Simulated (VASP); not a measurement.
# Ti12O23 (a cell with a defect) in VASP: single point with PBE

Aim: the single point of Ti12O23 (a cell with a defect) with PBE.

Everything below comes from runs of VASP 6.6.1. Logs are shortened: lines on timing, memory, paths and dates and some standing lists are left out, and cuts for length are marked.

## (1) The cell of the first run

The cell holds a defect, 35 atoms: a = 6.505 Å, b = 6.505 Å, c = 8.878 Å, α = 90.00°, β = 90.00°, γ = 90.00°.

## (2) Single point, PBE (atoms taken out, then relaxed in part)

File INCAR:

```
SYSTEM = Ti12O23
  PREC = Accurate
  ENCUT = 520
  EDIFF = 1E-7
  ISMEAR = -1
  SIGMA = 0.01
  LREAL = Auto
  LASPH = .True.
  NELM = 80
  ALGO = Normal
  ISIF = 2
  LWAVE = .False.
  LCHARG = .False.
  GGA = PE
  NELECT = 280.0
  NBANDS = 164
```

File KPOINTS:

```
Automatic mesh
0
Gamma
  3 3 2
  0 0 0
```

File POSCAR:

```
Ti12O23
1.0
    4.5998373239      4.5998373239      0.0000000000
   -4.5998373239      4.5998373239      0.0000000000
    0.0000000000      0.0000000000      8.8776406800
Ti O
12 23
Direct
    0.4739572004      0.0000000000     -0.0218663751
    0.4739572004      0.0000000000      0.3551997084
    0.5089381349      0.0000000000      0.6666666667
   -0.0034033851      0.5000000000      0.0010432235
   -0.0034033851      0.5000000000      0.3322901099
    0.0180345125      0.5000000000      0.6666666667
    0.0468109169      0.0000000000      0.1666666667
   -0.0147812895      0.0000000000      0.4997949811
   -0.0147812895      0.0000000000      0.8335383522
    0.4970601205      0.5000000000      0.1666666667
    0.5117155870      0.5000000000      0.5001555299
    0.5117155870      0.5000000000      0.8331778034
    0.6881894511      0.0000000000      0.4979970525
    0.6881894511      0.0000000000      0.8353362809
    0.1982814823      0.5000000000      0.1666666667
    0.1981913183      0.5000000000      0.4976192520
    0.1981913183      0.5000000000      0.8357140813
    0.5061297212      0.7026371203      0.0023364618
    0.5061297212      0.7026371203      0.3309968716
    0.5026887697      0.6970103880      0.6666666667
   -0.0072852555      0.1907770556      0.0056504451
   -0.0072852555      0.1907770556      0.3276828883
   -0.0070130104      0.1934994089      0.6666666667
    0.5061297212      0.2973628797      0.0023364618
    0.5061297212      0.2973628797      0.3309968716
    0.5026887697      0.3029896120      0.6666666667
   -0.0072852555      0.8092229444      0.0056504451
   -0.0072852555      0.8092229444      0.3276828883
   -0.0070130104      0.8065005911      0.6666666667
    0.3299781322      0.0000000000      0.1666666667
    0.2962097172      0.0000000000      0.5067795660
    0.2962097172      0.0000000000      0.8265537674
    0.8060297196      0.5000000000      0.1666666667
    0.8061508605      0.5000000000      0.4997245375
    0.8061508605      0.5000000000      0.8336087958
```

Potentials or basis: VASP PAW PBE potentials, release 64 (Ti_sv, O).

The run is started by

```sh
$ cat potpaw_PBE.64/Ti_sv/POTCAR potpaw_PBE.64/O/POTCAR > POTCAR
$ mpirun -np 1 vasp_std > vasp.out
```

OUTCAR:

```text
SYSTEM = Ti12O23
   PREC = Accurate
   ENCUT = 520
   EDIFF = 1E-7
   ISMEAR = -1
   LREAL = Auto
   LASPH = .True.
   NELM = 80
   ISIF = 2
   GGA = PE
   NELECT = 280.0

 ion  position               nearest neighbor table
   1  0.474  0.000  0.978-  32 1.77  14 1.88  30 1.92  18 1.96  24 1.96   3 2.77
   2  0.474  0.000  0.355-  31 1.77  13 1.88  30 1.92  19 1.96  25 1.96   3 2.77
   3  0.509  0.000  0.667-  14 1.90  13 1.90  20 1.97  26 1.97  32 1.98  31 1.98   1 2.77   2 2.77

   4  0.997  0.500  0.001-  33 1.92  35 1.94  17 1.97  15 1.97  21 2.01  27 2.01
   5  0.997  0.500  0.332-  33 1.92  34 1.94  16 1.97  15 1.97  22 2.01  28 2.01
   6  0.018  0.500  0.667-  17 1.90  16 1.90  23 2.00  29 2.00  35 2.02  34 2.02
   7  0.047  0.000  0.167-  30 1.84  28 1.93  22 1.93  21 1.93  27 1.93
   8  0.985  0.000  0.500-  13 1.93  23 1.94  29 1.94  28 1.97  22 1.97  31 2.02
   9  0.985  0.000  0.834-  14 1.93  23 1.94  29 1.94  27 1.97  21 1.97  32 2.02
  10  0.497  0.500  0.167-  15 1.94  19 1.97  25 1.97  24 1.97  18 1.97  33 2.01
  11  0.512  0.500  0.500-  34 1.92  26 1.96  20 1.96  19 2.00  25 2.00  16 2.04
  12  0.512  0.500  0.833-  35 1.92  26 1.96  20 1.96  18 2.00  24 2.00  17 2.04
  13  0.688  0.000  0.498-   2 1.88   3 1.90   8 1.93
  14  0.688  0.000  0.835-   1 1.88   3 1.90   9 1.93
  15  0.198  0.500  0.167-  10 1.94   5 1.97   4 1.97
  16  0.198  0.500  0.498-   6 1.90   5 1.97  11 2.04
  17  0.198  0.500  0.836-   6 1.90   4 1.97  12 2.04
  18  0.506  0.703  0.002-   1 1.96  10 1.97  12 2.00
[... 15 lines left out ...]
  34  0.806  0.500  0.500-  11 1.92   5 1.94   6 2.02
  35  0.806  0.500  0.834-  12 1.92   4 1.94   6 2.02

  LATTYP: Found a simple tetragonal cell.
 ALAT       =     6.5051523282
 C/A-ratio  =     1.3647091155

  Lattice vectors:

 A1 = (   4.5998373239,   4.5998373239,   0.0000000000)
 A2 = (  -4.5998373239,   4.5998373239,   0.0000000000)
 A3 = (   0.0000000000,   0.0000000000,   8.8776406800)

Analysis of symmetry for initial positions (statically):
=====================================================================
 Subroutine PRICEL returns:
 Original cell was already a primitive cell.

 Routine SETGRP: Setting up the symmetry group for a
 simple tetragonal supercell.

 Subroutine GETGRP returns: Found  4 space group operations
 (whereof  2 operations were pure point group operations)
 out of a pool of 16 trial point group operations.

The static configuration has the point symmetry C_1h.
 The point group associated with its full space group is C_2v.

Analysis of symmetry for dynamics (positions and initial velocities):
=====================================================================
 Subroutine PRICEL returns:
 Original cell was already a primitive cell.

 Routine SETGRP: Setting up the symmetry group for a
 simple tetragonal supercell.

 Subroutine GETGRP returns: Found  4 space group operations
 (whereof  2 operations were pure point group operations)
 out of a pool of 16 trial point group operations.

The dynamic configuration has the point symmetry C_1h.
 The point group associated with its full space group is C_2v.

 Subroutine INISYM returns: Found  4 space group operations
 (whereof  2 operations are pure point group operations),
 and found     1 'primitive' translations

----------------------------------------------------------------------------------------

                                     Primitive cell

  volume of cell :     375.6752

  direct lattice vectors                    reciprocal lattice vectors
     4.599837324  4.599837324  0.000000000     0.108699496  0.108699496  0.000000000
    -4.599837324  4.599837324  0.000000000    -0.108699496  0.108699496  0.000000000
     0.000000000  0.000000000  8.877640680     0.000000000  0.000000000  0.112642541

  length of vectors
     6.505152328  6.505152328  8.877640680     0.153724302  0.153724302  0.112642541

  position of ions in fractional coordinates (direct lattice)
     0.473957200  0.000000000  0.978133625
     0.473957200  0.000000000  0.355199708
     0.508938135  0.000000000  0.666666667
     0.996596615  0.500000000  0.001043223
     0.996596615  0.500000000  0.332290110
     0.018034513  0.500000000  0.666666667
[... 27 lines left out ...]
     0.806150860  0.500000000  0.499724538
     0.806150860  0.500000000  0.833608796

  ion indices of the primitive-cell ions
   primitive index   ion index
                 1           1
                 2           2
                 3           3
                 4           4
                 5           5
                 6           6
[... 27 lines left out ...]
                34          34
                35          35

----------------------------------------------------------------------------------------

 KPOINTS: Automatic mesh

Automatic generation of k-mesh.
 Grid dimensions read from file:
 generate k-points for:    3    3    2

 Generating k-lattice:

  Cartesian coordinates                     Fractional coordinates (reciprocal lattice)
     0.036233165  0.036233165  0.000000000     0.333333333  0.000000000  0.000000000
    -0.036233165  0.036233165  0.000000000     0.000000000  0.333333333  0.000000000
     0.000000000  0.000000000  0.056321270     0.000000000  0.000000000  0.500000000

  Length of vectors
     0.051241434  0.051241434  0.056321270

  Shift w.r.t. Gamma in fractional coordinates (k-lattice)
     0.000000000  0.000000000  0.000000000

 Subroutine IBZKPT returns following result:
 ===========================================

 Found      8 irreducible k-points:

 Following reciprocal coordinates:
            Coordinates               Weight
  0.000000  0.000000  0.000000      1.000000
  0.333333  0.000000  0.000000      2.000000
  0.000000  0.333333  0.000000      2.000000
  0.333333  0.333333  0.000000      4.000000
  0.000000  0.000000  0.500000      1.000000
  0.333333  0.000000  0.500000      2.000000
  0.000000  0.333333  0.500000      2.000000
  0.333333  0.333333  0.500000      4.000000
   k-points           NKPTS =      8   k-points in BZ     NKDIM =      8   number of bands    NBANDS=    164
   number of dos      NEDOS =    301   number of ions     NIONS =     35
   total plane-waves  NPLWV = 161280
   dimension x,y,z NGX =    48 NGY =   48 NGZ =   70
   dimension x,y,z NGXF=    96 NGYF=   96 NGZF=  140
   ions per type =              12  23
   NGX,Y,Z   is equivalent  to a cutoff of  12.27, 12.27, 13.11 a.u.
   NGXF,Y,Z  is equivalent  to a cutoff of  24.53, 24.53, 26.22 a.u.
 SYSTEM =  Ti12O23
   PREC   = accura    normal or accurate (medium, high low for compatibility)
   ISTART =      0    job   : 0-new  1-cont  2-samecut
   ICHARG =      2    charge: 1-file 2-atom 10-const
   ISPIN  =      1    spin polarized calculation?
   LNONCOLLINEAR =      F non collinear calculations
   LSORBIT =      F    spin-orbit coupling
   LASPH  =      T    aspherical Exc in radial PAW
   ENCUT  =  520.0 eV  38.22 Ry    6.18 a.u.  12.10 12.10 16.51*2*pi/ulx,y,z
   NELM   =     80;   NELMIN=  2; NELMDL= -5     # of ELM steps
   EDIFF  = 0.1E-06   stopping-criterion for ELM
   LREAL  =      T    real-space projection
   EDIFFG = 0.1E-05   stopping-criterion for IOM
   NSW    =      0    number of steps for IOM
   IBRION =     -1    ionic relax: 0-MD 1-quasi-New 2-CG
   NFREE  =      0    steps in history (QN), initial steepest desc. (CG)
   ISIF   =      2    stress and relaxation
   ISYM   =      2    0-nonsym 1-usesym 2-fastsym
   POTIM  = 0.5000    time-step for ionic-motion
   TEBEG  =    0.0;   TEEND  =   0.0 temperature during run
   PSTRESS=    0.0 pullay stress
   NELECT =     280.0000    total number of electrons
   NUPDOWN=      -1.0000    fix difference up-down
   EMIN   =  10.00;   EMAX   =-10.00  energy-range for DOS
   EFERMI =   0.00;   METHOD = LEGACY
   ISMEAR =    -1;   SIGMA  =   0.01  broadening in eV -4-tet -1-fermi 0-gaus
   EFERMI_NEDOS =   21; number of points for ismear=-14 and -15
   IALGO  =     38    algorithm
   IMIX   =      4    mixing-type and parameters
     AMIX     =   0.40;   BMIX     =  1.00
     AMIX_MAG =   1.60;   BMIX_MAG =  1.00
  volume/ion in A,a.u.               =      10.73        72.43
  Fermi-wavevector in a.u.,A,eV,Ry     =   1.484306  2.804931 29.975856  2.203163
  Thomas-Fermi vector in A             =   2.597859
   LORBIT       =      0    0 simple, 1 ext, 2 COOP (PROOUT), +10 PAW based schemes
   GGA     = PE    functional components
   LHFCALC =     F    Hartree Fock is set to
   AEXX    =    0.0000 exact exchange contribution
   IVDW    =     0    specifies the selected vdW correction
   LEPSILON=     F    determine dielectric tensor
   LRPA    =     F    only Hartree local field effects (RPA)
 non-spin polarized calculation
  energy-cutoff  :      520.00
  volume of cell :      375.68
 maximum number of plane-waves:     10124
   NGX = 25   NGY = 25   NGZ = 33

 number of electron     280.0000028 magnetization

 Free energy of the ion-electron system (eV)
  ---------------------------------------------------
  ext. energy  EPLUGINS =         0.00000000
  ---------------------------------------------------
  free energy    TOTEN  =      -325.61880868 eV

  energy without entropy =     -325.61880868  energy(sigma->0) =     -325.61880868

 E-fermi :   4.8936     XC(G=0): -11.1565

 val. band max:        4.5843287049   @ k =   0.0000   0.0000   0.0000
 cond. band min:       6.2827289528   @ k =   0.0000   0.3333   0.5000
 fundamental gap:      1.6984002479
 Fermi energy:         4.8935514729

 k-point     1 :       0.0000    0.0000    0.0000
  band No.  band energies     occupation
      1     -52.4528      2.00000
      2     -52.3731      2.00000
      3     -52.3529      2.00000
      4     -52.2668      2.00000
      5     -52.2666      2.00000
      6     -52.1820      2.00000
[... 144 lines left out ...]
    151       7.3189      0.00000
    152       7.3321      0.00000

 k-point     2 :       0.3333    0.0000    0.0000
  band No.  band energies     occupation
      1     -52.4527      2.00000
      2     -52.3732      2.00000
      3     -52.3528      2.00000
      4     -52.2668      2.00000
      5     -52.2667      2.00000
      6     -52.1818      2.00000
[... 1074 lines left out ...]
    151       7.4554      0.00000
    152       7.4793      0.00000
 [bands above 152 left out]

------------------------ aborting loop because EDIFF is reached ----------------------------------------

  FORCE on cell =-STRESS in cart. coord.  units (eV):
  Direction    XX          YY          ZZ          XY          YZ          ZX
  --------------------------------------------------------------------------------------
  -------------------------------------------------------------------------------------
  Total      -10.2198550    -10.2198550     -0.8929988      8.8831025      0.0000000      0.0000000
  in kB      -43.5855783    -43.5855783     -3.8084562     37.8846038      0.0000000      0.0000000
  external PRESSURE =     -30.3265376 kB  Pullay stress =       0.0000000 kB

 VOLUME and BASIS-vectors are now :
 -----------------------------------------------------------------------------
  energy-cutoff  :      520.00
  volume of cell :      375.68
      direct lattice vectors                 reciprocal lattice vectors
     4.599837324  4.599837324  0.000000000     0.108699496  0.108699496  0.000000000
    -4.599837324  4.599837324  0.000000000    -0.108699496  0.108699496  0.000000000
     0.000000000  0.000000000  8.877640680     0.000000000  0.000000000  0.112642541

 POSITION                                       TOTAL-FORCE (eV/Angst)
 -----------------------------------------------------------------------------------
      2.18013      2.18013      8.68352         0.031532      0.031532      0.075697
      2.18013      2.18013      3.15334         0.031532      0.031532     -0.075697
      2.34103      2.34103      5.91843        -0.013506     -0.013506      0.000000
      2.28426      6.88410      0.00926         0.005406      0.005406     -0.003131
      2.28426      6.88410      2.94995         0.005406      0.005406      0.003131
     -2.21696      2.38287      5.91843        -0.008242     -0.008242      0.000000
[... 27 lines left out ...]
      1.40824      6.00808      4.43637         0.006557      0.006557      0.001399
      1.40824      6.00808      7.40048         0.006557      0.006557     -0.001399
 -----------------------------------------------------------------------------------
    total drift:                                0.000497      0.000497      0.000036

  FREE ENERGIE OF THE ION-ELECTRON SYSTEM (eV)
  ---------------------------------------------------
  free  energy   TOTEN  =      -325.6188086810 eV

  energy  without entropy=     -325.6188086810  energy(sigma->0) =     -325.61880868
```

Run time: 18 min. Hardware: 1 thread of Intel Xeon Platinum 8259CL at 2.50GHz (Skylake/Cascade Lake), shared host; peak memory 0.57 GiB.

What came out:

* Free energy: -325.6188 eV
* Largest force: 0.101 eV/Å

Forces on the atoms (eV/Å):
```
Ti   0.032  0.032  0.076
Ti   0.032  0.032 -0.076
Ti  -0.014 -0.014  0.000
Ti   0.005  0.005 -0.003
Ti   0.005  0.005  0.003
Ti  -0.008 -0.008  0.000
Ti  -0.025 -0.025  0.000
Ti   0.013  0.013 -0.014
Ti   0.013  0.013  0.014
Ti   0.007  0.007  0.000
Ti  -0.020 -0.020 -0.018
Ti  -0.020 -0.020  0.018
O    0.021  0.021 -0.016
O    0.021  0.021  0.016
O    0.012  0.012  0.000
O    0.028  0.028  0.008
O    0.028  0.028 -0.008
O   -0.003  0.011  0.000
O   -0.003  0.011  0.000
O   -0.014  0.019  0.000
O   -0.038  0.027 -0.008
O   -0.038  0.027  0.008
O   -0.035  0.022  0.000
O    0.011 -0.003  0.000
O    0.011 -0.003  0.000
O    0.019 -0.014  0.000
O    0.027 -0.038 -0.008
O    0.027 -0.038  0.008
O    0.022 -0.035  0.000
O    0.023  0.023  0.000
O   -0.054 -0.054  0.067
O   -0.054 -0.054 -0.067
O   -0.043 -0.043  0.000
O    0.007  0.007  0.001
O    0.007  0.007 -0.001
```

Caveat: the cell carries a net charge on a neutralising background, which shifts energy and pressure; the cell differs from its parent crystal (atoms taken out, then relaxed in part); the cell is charged against a uniform background, so pressure and absolute levels hang on convention.
